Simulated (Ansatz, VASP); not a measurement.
**MgB2: VASP beside Ansatz**

INCAR

```
SYSTEM = MgB2
PREC = Accurate
ENCUT = 600
EDIFF = 1E-6
ISMEAR = -1
SIGMA = 0.1
LREAL = .FALSE.
LASPH = .TRUE.
NELM = 120
ALGO = Normal
ISIF = 2
LWAVE = .FALSE.
LCHARG = .FALSE.
GGA = PE
NBANDS = 11
GGA_COMPAT = .FALSE.
```

File KPOINTS:

```
regular mesh
0
G
  8 8 6
  0 0 0
```

The input POSCAR:

```
MgB2
1.0
    1.5375000000     -2.6630281166      0.0000000000
    1.5375000000      2.6630281166      0.0000000000
    0.0000000000      0.0000000000      3.5250000000
Mg B
1 2
Direct
    0.0000000000      0.0000000000      0.0000000000
    0.3333333333      0.6666666667      0.5000000000
    0.6666666667      0.3333333333      0.5000000000
```

Input for Ansatz:

```yaml
crystal:
  atoms:
  - position: [0.0, 0.0, 0.0]
    symbol: Mg
  - position: [0.3333333333333333, 0.6666666666666666, 0.5]
    symbol: B
  - position: [0.6666666666666666, 0.33333333333333326, 0.5]
    symbol: B
  lattice:
  - [1.5375, -2.663028116637149, 0.0]
  - [1.5375, 2.663028116637149, 0.0]
  - [0.0, 0.0, 3.525]
hamiltonian:
  dispersion: none
  pseudopotentials:
    kind: all_electron
    lapw: {basis_error: 0.025 meV}
    relativity: scalar
  xc: pbe
kpoints:
  mp_grid:
    grid: [8, 8, 6]
    shift: [0, 0, 0]
magnetization: {spin_polarized: false}
output: {forces: true, stress: true}
scf:
  convergence: {dr2_threshold: 1e-10 eV}
  lower_state_search: 'off'
  max_iter: 200
  occupations: {method: fermi_dirac, width: 0.1}
```

Alike in both runs: task single point; functional PBE; k mesh 8 × 8 × 6; occupations fermi-dirac, width 0.1 eV; no spin polarisation.

|  | VASP | Ansatz |
| --- | --- | --- |
| version | VASP 6.6.1 | Ansatz 0.2 development build |
| potentials or method | VASP PAW PBE potentials, release 64 (Mg, B), cutoff 600 eV | all-electron full-potential LAPW, scalar-relativistic |

Ansatz gave:

- pressure (GPa): 0.1
- traceless stress, the component that is largest in VASP (GPa): -0.76

Q: Estimate VASP's values.

A: Pressure (GPa): -0.1; traceless stress, the component that is largest in VASP (GPa): -0.90.

Ansatz ran all-electron here, and VASP with PAW potentials.
